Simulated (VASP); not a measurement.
# ScCu in VASP: further runs

Runs on ScCu. Level: LDA. Tasks: electric field gradients.

Everything below comes from runs of VASP 6.6.1. Logs are shortened: lines on timing, memory, paths and dates and some standing lists are left out, and cuts for length are marked.

### Step 1. The cell of the first run

It takes space group P4/mmm (No. 123, tetragonal). Conventional cell: a = 3.289 Å, b = 3.289 Å, c = 3.256 Å, α = 90.00°, β = 90.00°, γ = 90.00°. Sc (site symmetry 4/mmm) has 8 Cu at 2.84 Å and 6 Sc at 3.26 to 3.29 Å within 3.7 Å. Within 3.7 Å of Cu (site symmetry 4/mmm) lie 8 Sc at 2.84 Å and 6 Cu at 3.26 to 3.29 Å.

### Step 2. Electric field gradients, LDA (equal xx and yy strain of +1 %)

INCAR

```
SYSTEM = ScCu
  ALGO = Normal
  EDIFF = 1E-8
  ENCUT = 520
  GGA = CA
  ISIF = 2
  ISMEAR = -1
  LASPH = .TRUE.
  LCHARG = .FALSE.
  LEFG = .TRUE.
  LREAL = .FALSE.
  LWAVE = .FALSE.
  NBANDS = 18
  NELM = 80
  PREC = Accurate
  SIGMA = 0.05
```

KPOINTS

```
k-points
0
G
  11 11 11
  0 0 0
```

POSCAR

```
ScCu
1.0
    3.2885600000      0.0000000000      0.0000000000
    0.0000000000      3.2885600000      0.0000000000
    0.0000000000      0.0000000000      3.2560000000
Sc Cu
1 1
Direct
    0.5000000000      0.5000000000      0.5000000000
    0.0000000000      0.0000000000      0.0000000000
```

Potentials or basis: VASP PAW LDA potentials, release 64 (Sc_sv, Cu).

Launch:

```
$ cat potpaw_LDA.64/Sc_sv/POTCAR potpaw_LDA.64/Cu/POTCAR > POTCAR
$ mpirun -np 1 vasp_std > vasp.out
```

OUTCAR:

```text
SYSTEM = ScCu
   EDIFF = 1E-8
   ENCUT = 520
   GGA = CA
   ISIF = 2
   ISMEAR = -1
   LASPH = .TRUE.
   LREAL = .FALSE.
   NELM = 80
   PREC = Accurate

 ion  position               nearest neighbor table
   1  0.500  0.500  0.500-   2 2.84   2 2.84   2 2.84   2 2.84   2 2.84   2 2.84   2 2.84   2 2.84

   2  0.000  0.000  0.000-   1 2.84   1 2.84   1 2.84   1 2.84   1 2.84   1 2.84   1 2.84   1 2.84

  LATTYP: Found a simple tetragonal cell.
 ALAT       =     3.2885600000
 C/A-ratio  =     0.9900990099

  Lattice vectors:

 A1 = (   3.2885600000,   0.0000000000,   0.0000000000)
 A2 = (   0.0000000000,   3.2885600000,   0.0000000000)
 A3 = (   0.0000000000,   0.0000000000,   3.2560000000)

Analysis of symmetry for initial positions (statically):
=====================================================================
 Subroutine PRICEL returns:
 Original cell was already a primitive cell.

 Routine SETGRP: Setting up the symmetry group for a
 simple tetragonal supercell.

 Subroutine GETGRP returns: Found 16 space group operations
 (whereof 16 operations were pure point group operations)
 out of a pool of 16 trial point group operations.

The static configuration has the point symmetry D_4h.

Analysis of symmetry for dynamics (positions and initial velocities):
=====================================================================
 Subroutine PRICEL returns:
 Original cell was already a primitive cell.

 Routine SETGRP: Setting up the symmetry group for a
 simple tetragonal supercell.

 Subroutine GETGRP returns: Found 16 space group operations
 (whereof 16 operations were pure point group operations)
 out of a pool of 16 trial point group operations.

The dynamic configuration has the point symmetry D_4h.

 Subroutine INISYM returns: Found 16 space group operations
 (whereof 16 operations are pure point group operations),
 and found     1 'primitive' translations

----------------------------------------------------------------------------------------

                                     Primitive cell

  volume of cell :      35.2124

  direct lattice vectors                    reciprocal lattice vectors
[... 121 lines left out ...]
 maximum number of plane-waves:       962
   NGX = 13   NGY = 13   NGZ = 13

 number of electron      21.9999961 magnetization

 Free energy of the ion-electron system (eV)
  ---------------------------------------------------
  ext. energy  EPLUGINS =         0.00000000
  ---------------------------------------------------
  free energy    TOTEN  =       -11.87176965 eV

  energy without entropy =      -11.85684192  energy(sigma->0) =      -11.86430578

 E-fermi :   5.1003     XC(G=0): -11.3326

 val. band max:        5.0993231194   @ k =   0.4545   0.0000   0.4545
 cond. band min:       5.1013683225   @ k =   0.2727   0.0000   0.2727
 fundamental gap:      0.0020452031
 Fermi energy:         5.1002900513

 k-point     1 :       0.0000    0.0000    0.0000
  band No.  band energies     occupation
      1     -44.0457      2.00000
      2     -22.9069      2.00000
      3     -22.9069      2.00000
      4     -22.9007      2.00000
      5      -1.8557      2.00000
      6       1.3177      2.00000
[... 481 lines left out ...]
      5      -1.2116      2.00000
      6       1.4500      2.00000
[... 10 lines left out ...]
     17      12.3977      0.00000
     18      13.1227      0.00000

 [... further k-points ...]

------------------------ aborting loop because EDIFF is reached ----------------------------------------

  FORCE on cell =-STRESS in cart. coord.  units (eV):
  Direction    XX          YY          ZZ          XY          YZ          ZX
  --------------------------------------------------------------------------------------
  -------------------------------------------------------------------------------------
  Total       -1.9082510     -1.9082510     -1.8288058      0.0000000      0.0000000      0.0000000
  in kB      -86.8260719    -86.8260719    -83.2112878      0.0000000      0.0000000      0.0000000
  external PRESSURE =     -85.6211439 kB  Pullay stress =       0.0000000 kB

 VOLUME and BASIS-vectors are now :
 -----------------------------------------------------------------------------
  energy-cutoff  :      520.00
  volume of cell :       35.21
      direct lattice vectors                 reciprocal lattice vectors
     3.288560000  0.000000000  0.000000000     0.304084463  0.000000000  0.000000000
     0.000000000  3.288560000  0.000000000     0.000000000  0.304084463  0.000000000
     0.000000000  0.000000000  3.256000000     0.000000000  0.000000000  0.307125307

 POSITION                                       TOTAL-FORCE (eV/Angst)
 -----------------------------------------------------------------------------------
      1.64428      1.64428      1.62800         0.000000      0.000000      0.000000
      0.00000      0.00000      0.00000         0.000000      0.000000      0.000000
 -----------------------------------------------------------------------------------
    total drift:                                0.000000      0.000000     -0.000000

  FREE ENERGIE OF THE ION-ELECTRON SYSTEM (eV)
  ---------------------------------------------------
  free  energy   TOTEN  =       -11.8717696473 eV

  energy  without entropy=      -11.8568419157  energy(sigma->0) =      -11.86430578

 Electric field gradients (V/A^2)
---------------------------------------------------------------------
 ion       V_xx      V_yy      V_zz      V_xy      V_xz      V_yz
---------------------------------------------------------------------
   1      -0.670    -0.670     1.339     0.000    -0.000    -0.000
   2      -0.285    -0.285     0.571    -0.000     0.000    -0.000
---------------------------------------------------------------------

 Electric field gradients after diagonalization (V/A^2)
 (convention: |V_zz| > |V_xx| > |V_yy|)
----------------------------------------------------------------------
 ion       V_xx      V_yy      V_zz     asymmetry (V_yy - V_xx)/ V_zz
----------------------------------------------------------------------
   1      -0.670    -0.670     1.339       0.000
   2      -0.285    -0.285     0.571       0.000
----------------------------------------------------------------------

           NMR quadrupolar parameters

 Cq : quadrupolar parameter    Cq=e*Q*V_zz/h
 eta: asymmetry parameters     (V_yy - V_xx)/ V_zz
 Q  : nuclear electric quadrupole moment in mb (millibarn)
----------------------------------------------------------------------
 ion       Cq(MHz)       eta       Q (mb)
----------------------------------------------------------------------
   1       0.003       0.000       1.000
   2       0.001       0.000       1.000
----------------------------------------------------------------------
```

OSZICAR:

```text
N       E                     dE             d eps       ncg     rms          rms(c)
DAV:   1     0.212340022284E+03    0.21234E+03   -0.11115E+04  4648   0.169E+03
DAV:   2    -0.473307217650E+01   -0.21707E+03   -0.21158E+03  4568   0.410E+02
DAV:   3    -0.138146222734E+02   -0.90816E+01   -0.88952E+01  6202   0.118E+02
DAV:   4    -0.139580521794E+02   -0.14343E+00   -0.14298E+00  6574   0.139E+01
DAV:   5    -0.139598448936E+02   -0.17927E-02   -0.17925E-02  6294   0.135E+00    0.116E+01
DAV:   6    -0.133871354392E+02    0.57271E+00   -0.20628E+01  4624   0.984E+01    0.725E+00
DAV:   7    -0.119266263234E+02    0.14605E+01   -0.58610E+00  6326   0.469E+01    0.148E+00
DAV:   8    -0.118861163278E+02    0.40510E-01   -0.18840E-01  6692   0.410E+00    0.894E-01
DAV:   9    -0.118773537248E+02    0.87626E-02   -0.83007E-02  6816   0.625E+00    0.514E-01
DAV:  10    -0.118718128183E+02    0.55409E-02   -0.25030E-02  6588   0.324E+00    0.728E-02
DAV:  11    -0.118717673006E+02    0.45518E-04   -0.51773E-04  7192   0.387E-01    0.165E-02
DAV:  12    -0.118717696957E+02   -0.23951E-05   -0.26457E-05  7790   0.587E-02    0.356E-03
DAV:  13    -0.118717698375E+02   -0.14176E-06   -0.11056E-06  7378   0.138E-02    0.341E-03
DAV:  14    -0.118717696561E+02    0.18131E-06   -0.35650E-07  7462   0.122E-02    0.897E-04
DAV:  15    -0.118717696473E+02    0.88098E-08   -0.62294E-08  6450   0.420E-03
   1 F= -.11871770E+02 E0= -.11864306E+02  d E =-.149277E-01
```

Run time: 50 s. Hardware: 1 thread of Intel Xeon Platinum 8259CL at 2.50GHz (Skylake/Cascade Lake), shared host; peak memory 0.18 GiB.

What came out:

| Item | Value |
| --- | --- |
| Free energy | -11.8718 eV |
| Pressure | -8.6 GPa |
| Band gap on the k mesh | zero (bands 11 and 12 overlap by 1.75 eV) |
| Largest electric field gradient by atom | Sc +1.3; Cu +0.6 V/Å² |

Electric field gradients, principal values (V/Å²):
```csv
atom,least,middle,greatest (by size)
1 Sc,-0.670,-0.670,1.339
2 Cu,-0.285,-0.285,0.571
```

Caveat: the cell differs from its parent crystal (equal xx and yy strain of +1 %); the cell stands under tension; without QUAD_EFG the Cq values of the log hold for a quadrupole moment of 1 mb, not for the nuclei.

### Step 3. Electric field gradients, LDA (equal xy, yz and zx shear strains of -2 %)

INCAR

```
ALGO = Normal ; EDIFF = 1E-8
ENCUT = 520 ; GGA = CA
ISIF = 2 ; ISMEAR = -1
LASPH = True ; LCHARG = False
LEFG = True ; LREAL = False
LWAVE = False ; NBANDS = 18
NELM = 80 ; PREC = Accurate
SIGMA = 0.05
```

KPOINTS

```
k-points
0
Gamma
  11 11 11
```

POSCAR

```
ScCu
1.0
    3.2560000000     -0.0325600000     -0.0325600000
   -0.0325600000      3.2560000000     -0.0325600000
   -0.0325600000     -0.0325600000      3.2560000000
Sc Cu
1 1
Direct
    0.5000000000      0.5000000000      0.5000000000
    0.0000000000      0.0000000000      0.0000000000
```

Potentials or basis: VASP PAW LDA potentials, release 64 (Sc_sv, Cu).

Launch:

```
$ cat potpaw_LDA.64/Sc_sv/POTCAR potpaw_LDA.64/Cu/POTCAR > POTCAR
$ mpirun -np 1 vasp_std > vasp.out
```

OUTCAR:

```text
EDIFF = 1E-8
   ENCUT = 520
   GGA = CA
   ISIF = 2
   ISMEAR = -1
   LASPH = True
   LREAL = False
   NELM = 80
   PREC = Accurate

 ion  position               nearest neighbor table
   1  0.500  0.500  0.500-   2 2.76   2 2.76   2 2.84   2 2.84   2 2.84   2 2.84   2 2.84   2 2.84

   2  0.000  0.000  0.000-   1 2.76   1 2.76   1 2.84   1 2.84   1 2.84   1 2.84   1 2.84   1 2.84

  LATTYP: Found a trigonal (rhomboedric) cell.
 ALAT       =     3.2563255837
 COS(alpha) =    -0.0198960208

  Lattice vectors:

 A1 = (   3.2560000000,  -0.0325600000,  -0.0325600000)
 A2 = (  -0.0325600000,   3.2560000000,  -0.0325600000)
 A3 = (  -0.0325600000,  -0.0325600000,   3.2560000000)

Analysis of symmetry for initial positions (statically):
=====================================================================
 Subroutine PRICEL returns:
 Original cell was already a primitive cell.

 Routine SETGRP: Setting up the symmetry group for a
 trigonal (rhombohedral) supercell.

[... 693 lines left out ...]
     3.256000000 -0.032560000 -0.032560000     0.307187365  0.003102903  0.003102903
    -0.032560000  3.256000000 -0.032560000     0.003102903  0.307187365  0.003102903
    -0.032560000 -0.032560000  3.256000000     0.003102903  0.003102903  0.307187365

 POSITION                                       TOTAL-FORCE (eV/Angst)
 -----------------------------------------------------------------------------------
      1.59544      1.59544      1.59544         0.000000      0.000000      0.000000
      0.00000      0.00000      0.00000        -0.000000     -0.000000      0.000000
 -----------------------------------------------------------------------------------
    total drift:                                0.000000      0.000000     -0.000000

  FREE ENERGIE OF THE ION-ELECTRON SYSTEM (eV)
  ---------------------------------------------------
  free  energy   TOTEN  =       -11.9008163712 eV

  energy  without entropy=      -11.8865451973  energy(sigma->0) =      -11.89368078

 Electric field gradients (V/A^2)
---------------------------------------------------------------------
 ion       V_xx      V_yy      V_zz      V_xy      V_xz      V_yz
---------------------------------------------------------------------
   1       0.000    -0.000    -0.000    -0.139    -0.139    -0.139
   2      -0.000    -0.000    -0.000     3.473     3.473     3.473
---------------------------------------------------------------------

 Electric field gradients after diagonalization (V/A^2)
 (convention: |V_zz| > |V_xx| > |V_yy|)
----------------------------------------------------------------------
 ion       V_xx      V_yy      V_zz     asymmetry (V_yy - V_xx)/ V_zz
----------------------------------------------------------------------
   1       0.139     0.139    -0.278       0.000
   2      -3.473    -3.473     6.946       0.000
----------------------------------------------------------------------

           NMR quadrupolar parameters

 Cq : quadrupolar parameter    Cq=e*Q*V_zz/h
 eta: asymmetry parameters     (V_yy - V_xx)/ V_zz
 Q  : nuclear electric quadrupole moment in mb (millibarn)
----------------------------------------------------------------------
 ion       Cq(MHz)       eta       Q (mb)
----------------------------------------------------------------------
   1      -0.001       0.000       1.000
   2       0.017       0.000       1.000
----------------------------------------------------------------------
```

It took 64 s on 1 thread of Intel Xeon Platinum 8259CL at 2.50GHz (Skylake/Cascade Lake), shared host; peak memory 0.2 GiB.

What came out:

```yaml
Free_energy: -11.9008 eV
Pressure: -7.1 GPa
Band_gap_on_the_k_mesh: zero (bands 11 and 12 overlap by 1.87 eV)
Largest_electric_field_gradient_by_atom: Sc -0.3; Cu +6.9 V/Å²
```

Levels at points of the mesh, in eV from the Fermi level:
| k point | band 9 | band 10 | band 11 | band 12 | band 13 | band 14 |
| --- | --- | --- | --- | --- | --- | --- |
| (0.00, 0.00, 0.00) | -3.02 | -3.02 | 0.48 | 0.48 | 3.12 | 3.12 |

Electric field gradients, principal values (V/Å²):
```csv
atom,least,middle,greatest (by size)
1 Sc,0.139,0.139,-0.278
2 Cu,-3.473,-3.473,6.946
```

Caveat: the cell differs from its parent crystal (equal xy, yz and zx shear strains of -2 %); the cell stands under tension; without QUAD_EFG the Cq values of the log hold for a quadrupole moment of 1 mb, not for the nuclei.

[end of part 1 of 3]
